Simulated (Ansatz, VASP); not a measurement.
**Two plane-wave programs on InP**

```
In P
1.0
    -5.96007   -5.96007    0.00000
    -5.96007    0.00000   -5.96007
     0.00000   -5.96007   -5.96007
In P
8 8
Direct
  0.50000 0.50000 0.50000
  0.00000 0.50000 0.50000
  0.50000 0.00000 0.50000
  0.00000 0.00000 0.50000
  0.50000 0.50000 0.00000
  0.00000 0.50000 0.00000
  0.50000 0.00000 0.00000
  0.00000 0.00000 0.00000
  0.12500 0.12500 0.12500
  0.62500 0.12500 0.12500
  0.12500 0.62500 0.12500
  0.62500 0.62500 0.12500
  0.12500 0.12500 0.62500
  0.62500 0.12500 0.62500
  0.12500 0.62500 0.62500
  0.62500 0.62500 0.62500
```

Alike in both runs: task single point; functional PBE; k mesh 4 × 4 × 4; occupations gaussian, width 0.05 eV; no spin polarisation.

```csv
,VASP,Ansatz
version,VASP 6.6.1,Ansatz 0.2.0
potentials or method,"VASP PAW PBE potentials, release 64 (In_d, P), cutoff 520 eV","scalar-relativistic, plane waves, PAW"
valence electrons in the cell,144,144
```

|  | VASP | Ansatz | Ansatz less VASP |
| --- | --- | --- | --- |
| gap on the k mesh at the Fermi level (eV) | 0.44 | 0.44 | +0.003 |
| least direct gap on the mesh (eV) | 0.44 | 0.44 | +0.003 |
| pressure (GPa) | 0.0 | 0.0 | +0.01 |
